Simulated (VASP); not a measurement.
**CaH: relaxation of cell and atoms with PBE**

The system is CaH.

```xyz
8
Lattice="3.9022 0.0000 0.0000 -1.9511 3.3794 0.0000 0.0000 0.0000 12.8085" Properties=species:S:1:pos:R:3 pbc="T T T"
Ca    0.0000    0.0000    0.0000
Ca    0.0000    2.2529    3.2021
Ca    0.0000    0.0000    6.4043
Ca    1.9511    1.1265    9.6064
H     1.9511    1.1265    1.6011
H     0.0000    2.2529   11.2075
H     0.0000    2.2529    8.0053
H     1.9511    1.1265    4.8032
```

```yaml
Program: VASP 6.6.1
Task: relaxation of cell and atoms
Functional: PBE
Potentials_or_basis: VASP PAW PBE potentials, release 64 (Ca_sv, H)
Cutoff: 600 eV
k_mesh: 6 × 6 × 2
Occupations: gaussian, width 0.1 eV
Spin: no spin polarisation
Dipole_correction: no
Further_INCAR_settings: ALGO = Normal; EDIFF = 1e-06; IBRION = 2; EDIFFG = -0.0325; NSW = 90; ISIF = 3
```

The relaxed volume is 17.69 Å³/atom. The relaxed cell is a = 3.739 Å, b = 3.739 Å, c = 11.690 Å, α = 90.00°, β = 90.00°, γ = 120.00°. The space group after relaxing (to 0.1 Å) is P6_3/mmc (No. 194) and the energy gained by relaxing is 97.8 meV/atom. The ionic steps are 14 and the pressure after relaxing is 0.2 GPa. The largest force after relaxing is 0.016 eV/Å and the band gap on the k mesh is zero (bands 22 and 23 overlap by 0.54 eV).

Forces in eV/Å, atoms in the order of the input:
```
Ca   0.000  0.000  0.000
Ca   0.000  0.000  0.000
Ca   0.000  0.000  0.000
Ca   0.000  0.000  0.000
H    0.000  0.000  0.016
H    0.000  0.000 -0.016
H    0.000  0.000  0.016
H    0.000  0.000 -0.016
```

Stress tensor (GPa, compression positive):
```
0.18 0.00 0.00
0.00 0.18 0.00
0.00 0.00 0.29
```

The path:
| step | energy change (eV) | largest force (eV/Å) | pressure (GPa) | volume (Å³) |
| --- | --- | --- | --- | --- |
| 1 | 0.0000 | 0.2560 | -4.87 | 168.91 |
| 2 | -0.4084 | 0.2717 | -3.07 | 153.69 |
| 3 | -0.5910 | 0.2720 | -0.53 | 140.07 |
| 4 | -0.5987 | 0.2691 | 0.34 | 136.50 |
| 5 | -0.5988 | 0.2697 | 0.19 | 137.11 |
| 6 | -0.6199 | 0.2630 | 0.19 | 137.19 |
| 7 | -0.6701 | 0.2289 | 0.21 | 137.39 |
| 8 | -0.7052 | 0.1470 | 0.37 | 137.67 |
| 9 | -0.7290 | 0.1163 | 0.23 | 138.61 |
| 10 | -0.7709 | 0.0263 | -0.04 | 141.43 |
| 11 | -0.7765 | 0.0149 | -0.12 | 142.83 |
| 12 | -0.7766 | 0.0199 | -0.13 | 143.02 |
| 13 | -0.7810 | 0.0180 | 0.06 | 142.17 |
| 14 | -0.7820 | 0.0164 | 0.22 | 141.50 |

Final structure:
```xyz
8
Lattice="3.7386 0.0000 0.0000 -1.8693 3.2377 0.0000 0.0000 0.0000 11.6898" Properties=species:S:1:pos:R:3 pbc="T T T"
Ca    0.0000    0.0000    0.0000
Ca    0.0000    2.1585    2.9225
Ca    0.0000    0.0000    5.8449
Ca    1.8693    1.0792    8.7674
H     1.8693    1.0792    1.1248
H     0.0000    2.1585   10.5650
H     0.0000    2.1585    6.9697
H     1.8693    1.0792    4.7201
```

Levels at points of the mesh, in eV from the Fermi level:
```tsv
k point	band 19	band 20	band 21	band 22	band 23	band 24	band 25	band 26
(0.00, 0.00, 0.00)	-5.14	-3.74	-1.49	0.44	1.53	2.09	2.09	2.21
(0.50, 0.00, 0.00)	-4.41	-4.13	-1.38	-0.23	-0.02	0.26	1.12	1.16
(0.00, 0.00, 0.50)	-4.43	-4.43	-0.65	-0.65	2.19	2.19	2.19	2.19
(0.50, 0.00, 0.50)	-4.24	-4.24	-0.99	-0.99	0.36	0.36	0.96	0.96
```

It took 6.3 min on 1 thread of Intel(R) Xeon(R) 6975P-C (Granite Rapids) (shared host), peak memory 0.37 GiB.

Caveat: the volume moved by over 15 % at a fixed basis, so the end points are rough.
